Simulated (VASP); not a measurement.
Set up this calculation in VASP 6.6.1, as the native input.

```
Task                   : single point
Functional             : r2SCAN
Potentials or basis    : VASP PAW PBE potentials, release 64 (B, N)
Cutoff                 : 660 eV
k mesh                 : 7 × 7 × 7
Occupations            : gaussian, width 0.01 eV
Spin                   : no spin polarisation
Dipole correction      : no
Further INCAR settings : ALGO = Normal; EDIFF = 1e-06; NBANDS = 11
```

Crystal: BN.

```
CELL_PARAMETERS angstrom
0.00000 1.80750 1.80750
1.80750 0.00000 1.80750
1.80750 1.80750 0.00000
ATOMIC_POSITIONS crystal
B 0.00000 0.00000 0.00000
N 0.75000 0.75000 0.75000
```

The input as run:

POSCAR

```
BN
1.0
    0.0000000000      1.8075000000      1.8075000000
    1.8075000000      0.0000000000      1.8075000000
    1.8075000000      1.8075000000      0.0000000000
B N
1 1
Direct
    0.0000000000      0.0000000000      0.0000000000
    0.7500000000      0.7500000000      0.7500000000
```

INCAR.step1

```
SYSTEM = BN
ALGO = Normal
EDIFF = 1E-5
ENCUT = 660
GGA = PE
GGA_COMPAT = .FALSE.
ISMEAR = 0
LASPH = .TRUE.
LCHARG = .FALSE.
LREAL = .FALSE.
LWAVE = .TRUE.
NBANDS = 11
NELM = 120
PREC = Accurate
SIGMA = 0.01
```

INCAR.step2

```
SYSTEM = BN
ALGO = Normal
EDIFF = 1E-6
ENCUT = 660
GGA_COMPAT = .FALSE.
ISIF = 2
ISMEAR = 0
ISTART = 1
LASPH = .TRUE.
LCHARG = .TRUE.
LELF = .TRUE.
LMIXTAU = .TRUE.
LREAL = .FALSE.
LVHAR = .TRUE.
LWAVE = .FALSE.
METAGGA = R2SCAN
NBANDS = 11
NELM = 120
PREC = Accurate
SIGMA = 0.01
```

KPOINTS

```
k-points
0
G
  7 7 7
  0 0 0
```

Potentials or basis: VASP PAW PBE potentials, release 64 (B, N).

The run is started by

```bash
$ cat potpaw_PBE.64/B/POTCAR potpaw_PBE.64/N/POTCAR > POTCAR
$ cp INCAR.step1 INCAR
$ mpirun -np 1 vasp_std > vasp.out
$ cp INCAR.step2 INCAR
$ mpirun -np 1 vasp_std > vasp.out
```

It gave:

- Pressure: -0.5 GPa
- Band gap on the k mesh: 5.24 eV (least direct gap 9.53 eV)

Caveat: the k points lie up to 0.43 Å⁻¹ apart; the PAW data sets were made with another functional, which shifts forces and pressure a little; an odd mesh through Γ misses points on the zone boundary, where band edges can lie.

Run time: 13 s on 1 thread of Intel(R) Xeon(R) Platinum 8488C (Sapphire Rapids) (shared host), peak memory 0.13 GiB.
